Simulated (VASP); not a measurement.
# Ta (I4/mmm) in VASP: a series of runs, part 2 of 2

VASP 6.6.1.

## (3) Single point, PBEsol (17.65 Å³/atom)

This run uses another cell than the first one, of 17.65 Å³/atom.

The input, INCAR:

```
SYSTEM = Ta
ALGO = Fast
EDIFF = 1E-7
ENCUT = 520
GGA = PS
ISIF = 2
ISMEAR = 0
LASPH = .TRUE.
LCHARG = .TRUE.
LELF = .TRUE.
LREAL = .FALSE.
LVHAR = .TRUE.
LWAVE = .FALSE.
NBANDS = 12
NELM = 100
PREC = Accurate
SIGMA = 0.15
```

The input, KPOINTS:

```
k-points
0
G
  22 22 22
  0 0 0
```

The input, POSCAR:

```
Ta
1.0
   -1.4846752709      1.4846752709      2.0019361353
    1.4846752709     -1.4846752709      2.0019361353
    1.4846752709      1.4846752709     -2.0019361353
Ta
1
Direct
    0.0000000000      0.0000000000      0.0000000000
```

Potentials or basis: VASP PAW PBE potentials, release 64 (Ta_pv).

The run is started by

```console
cat potpaw_PBE.64/Ta_pv/POTCAR > POTCAR
mpirun -np 1 vasp_std > vasp.out
```

OUTCAR:

```text
SYSTEM = Ta
   EDIFF = 1E-7
   ENCUT = 520
   GGA = PS
   ISIF = 2
   ISMEAR = 0
   LASPH = .TRUE.
   LREAL = .FALSE.
   NELM = 100
   PREC = Accurate

 ion  position               nearest neighbor table
   1  0.000  0.000  0.000-

  LATTYP: Found a body centered tetragonal cell.
 ALAT       =     2.9693505418
 C/A-ratio  =     1.3484000000

  Lattice vectors:

 A1 = (  -1.4846752709,   1.4846752709,   2.0019361353)
 A2 = (   1.4846752709,  -1.4846752709,   2.0019361353)
 A3 = (   1.4846752709,   1.4846752709,  -2.0019361353)

Analysis of symmetry for initial positions (statically):
=====================================================================
 Subroutine PRICEL returns:
 Original cell was already a primitive cell.

 Routine SETGRP: Setting up the symmetry group for a
 body centered tetragonal supercell.

 Subroutine GETGRP returns: Found 16 space group operations
 (whereof 16 operations were pure point group operations)
 out of a pool of 16 trial point group operations.

The static configuration has the point symmetry D_4h.

Analysis of symmetry for dynamics (positions and initial velocities):
=====================================================================
 Subroutine PRICEL returns:
 Original cell was already a primitive cell.

 Routine SETGRP: Setting up the symmetry group for a
 body centered tetragonal supercell.

 Subroutine GETGRP returns: Found 16 space group operations
 (whereof 16 operations were pure point group operations)
 out of a pool of 16 trial point group operations.

The dynamic configuration has the point symmetry D_4h.

 Subroutine INISYM returns: Found 16 space group operations
 (whereof 16 operations are pure point group operations),
 and found     1 'primitive' translations

----------------------------------------------------------------------------------------

                                     Primitive cell

[... 115 lines left out ...]
   AEXX    =    0.0000 exact exchange contribution
   IVDW    =     0    specifies the selected vdW correction
   LEPSILON=     F    determine dielectric tensor
   LRPA    =     F    only Hartree local field effects (RPA)
 non-spin polarized calculation
 RMM-DIIS sequential band-by-band and
 Gauss-broadening in eV      SIGMA  =   0.15
  energy-cutoff  :      520.00
  volume of cell :       17.65
 maximum number of plane-waves:       507
 NGX is ok and might be reduce to    24
   NGX = 11   NGY = 11   NGZ = 11

 number of electron      10.9999999 magnetization

 Free energy of the ion-electron system (eV)
  ---------------------------------------------------
  ext. energy  EPLUGINS =         0.00000000
  ---------------------------------------------------
  free energy    TOTEN  =       -12.29704772 eV

  energy without entropy =      -12.28335616  energy(sigma->0) =      -12.29020194

 E-fermi :   5.8579     XC(G=0): -12.8337

 val. band max:        5.8561970420   @ k =  -0.3182  -0.3636   0.2273
 cond. band min:       5.8630185363   @ k =  -0.2273   0.5000   0.2273
 fundamental gap:      0.0068214943
 Fermi energy:         5.8579455343

 k-point     1 :       0.0000    0.0000    0.0000
  band No.  band energies     occupation
      1     -27.4699      2.00000
      2     -27.4643      2.00000
      3     -27.4643      2.00000
      4      -2.5232      2.00000
      5       6.0953      0.02525
      6       6.0953      0.02525
      7       6.7307      0.00000
      8       9.0688      0.00000
      9       9.9587      0.00000
     10      18.6053      0.00000
     11      20.1893      0.00000
     12      23.1764      0.00000
[... 331 lines left out ...]
 k-point    24 :      -0.4545    0.0455    0.0000
  band No.  band energies     occupation
      1     -28.6738      2.00000
      2     -27.6738      2.00000
      3     -27.6000      2.00000
      4       1.0377      2.00000
      5       5.6356      1.96395
      6       6.2877      0.00005
      7       6.6454      0.00000
      8      11.7213      0.00000
      9      12.0502      0.00000
     10      16.8815      0.00000
     11      18.8001      0.00000
     12      20.2071      0.00000

 [... further k-points ...]

------------------------ aborting loop because EDIFF is reached ----------------------------------------

  FORCE on cell =-STRESS in cart. coord.  units (eV):
  Direction    XX          YY          ZZ          XY          YZ          ZX
  --------------------------------------------------------------------------------------
  -------------------------------------------------------------------------------------
  Total        1.0331492      1.0331492      0.0052242      0.0000000      0.0000000     -0.0000000
  in kB       93.7778925     93.7778925      0.4741983      0.0000000      0.0000000     -0.0000000
  external PRESSURE =      62.6766611 kB  Pullay stress =       0.0000000 kB

 VOLUME and BASIS-vectors are now :
 -----------------------------------------------------------------------------
  energy-cutoff  :      520.00
  volume of cell :       17.65
      direct lattice vectors                 reciprocal lattice vectors
    -1.484675271  1.484675271  2.001936135     0.000000000  0.336773980  0.249758217
     1.484675271 -1.484675271  2.001936135     0.336773980  0.000000000  0.249758217
     1.484675271  1.484675271 -2.001936135     0.336773980  0.336773980  0.000000000

 POSITION                                       TOTAL-FORCE (eV/Angst)
 -----------------------------------------------------------------------------------
      0.00000      0.00000      0.00000        -0.000000     -0.000000      0.000000
 -----------------------------------------------------------------------------------
    total drift:                                0.000000      0.000000     -0.000000

  FREE ENERGIE OF THE ION-ELECTRON SYSTEM (eV)
  ---------------------------------------------------
  free  energy   TOTEN  =       -12.2970477173 eV

  energy  without entropy=      -12.2833561570  energy(sigma->0) =      -12.29020194
```

OSZICAR:

```text
N       E                     dE             d eps       ncg     rms          rms(c)
DAV:   1     0.602561114897E+02    0.60256E+02   -0.60941E+03 20088   0.878E+02
DAV:   2    -0.118159164097E+02   -0.72072E+02   -0.70209E+02 22144   0.245E+02
DAV:   3    -0.128040341881E+02   -0.98812E+00   -0.98054E+00 24124   0.271E+01
DAV:   4    -0.128065747418E+02   -0.25406E-02   -0.25402E-02 21992   0.153E+00
DAV:   5    -0.128065827795E+02   -0.80377E-05   -0.80378E-05 24032   0.823E-02    0.140E+01
RMM:   6    -0.124217673402E+02    0.38482E+00   -0.25721E-01 21540   0.416E+00    0.685E+00
RMM:   7    -0.122979478980E+02    0.12382E+00   -0.28263E-01 22634   0.421E+00    0.322E-01
RMM:   8    -0.122969816481E+02    0.96625E-03   -0.11318E-02 24755   0.990E-01    0.289E-01
RMM:   9    -0.122970809430E+02   -0.99295E-04   -0.14697E-03 25353   0.335E-01    0.652E-02
RMM:  10    -0.122970473572E+02    0.33586E-04   -0.19085E-04 25594   0.129E-01    0.107E-02
RMM:  11    -0.122970471845E+02    0.17275E-06   -0.32848E-05 26266   0.478E-02    0.464E-03
RMM:  12    -0.122970475829E+02   -0.39841E-06   -0.34473E-06 26204   0.133E-02    0.372E-03
RMM:  13    -0.122970477215E+02   -0.13864E-06   -0.70451E-07 22598   0.612E-03    0.482E-04
RMM:  14    -0.122970477173E+02    0.42689E-08   -0.67016E-08 17681   0.158E-03
   1 F= -.12297048E+02 E0= -.12290202E+02  d E =-.136916E-01
```

stdout:

```text
POSCAR found type information on POSCAR Ta
 POSCAR found :  1 types and       1 ions
 scaLAPACK will be used
 -----------------------------------------------------------------------------
|                                                                             |
|                                                                             |
|     You enforced a specific xc type in the INCAR file but a different       |
|     I HOPE YOU KNOW WHAT YOU ARE DOING!                                     |
|                                                                             |
 -----------------------------------------------------------------------------

 LDA part: xc-table for (Slater+PW92), standard interpolation
 POSCAR, INCAR and KPOINTS ok, starting setup
 FFT: planning ... GRIDC
 FFT: planning ... GRID_SOFT
 FFT: planning ... GRID
 WAVECAR not read
 entering main loop
WARNING in EDDRMM: call to ZHEGV failed, returncode =   8  4     10
WARNING in EDDRMM: call to ZHEGV failed, returncode =   6  3     12
WARNING in EDDRMM: call to ZHEGV failed, returncode =   8  4     12
WARNING in EDDRMM: call to ZHEGV failed, returncode =   8  4     12
WARNING in EDDRMM: call to ZHEGV failed, returncode =   8  4     11
WARNING in EDDRMM: call to ZHEGV failed, returncode =   8  4     12
WARNING in EDDRMM: call to ZHEGV failed, returncode =   8  4     11
WARNING in EDDRMM: call to ZHEGV failed, returncode =   8  4     10
WARNING in EDDRMM: call to ZHEGV failed, returncode =   6  3     11
WARNING in EDDRMM: call to ZHEGV failed, returncode =   6  3     11
WARNING in EDDRMM: call to ZHEGV failed, returncode =   8  4     11
WARNING in EDDRMM: call to ZHEGV failed, returncode =   8  4     11
```

Run time: 2.9 min. Hardware: 1 thread of Intel Xeon 8259CL, shared host; peak memory 0.29 GiB.

Results:

```yaml
Free_energy: -12.2970 eV
Pressure: 6.3 GPa
Band_gap_on_the_k_mesh: zero (an odd number of electrons rules out a gap without spin polarisation)
```

Stress tensor (GPa, compression positive):
```
9.38 0.00 0.00
0.00 9.38 0.00
0.00 0.00 0.05
```

Caveat: the stress differs along the axes, from 0 to 9 GPa; the PAW data sets were made with another functional, which shifts forces and pressure a little; spin-orbit coupling is left out, which moves the levels of the heavy elements.
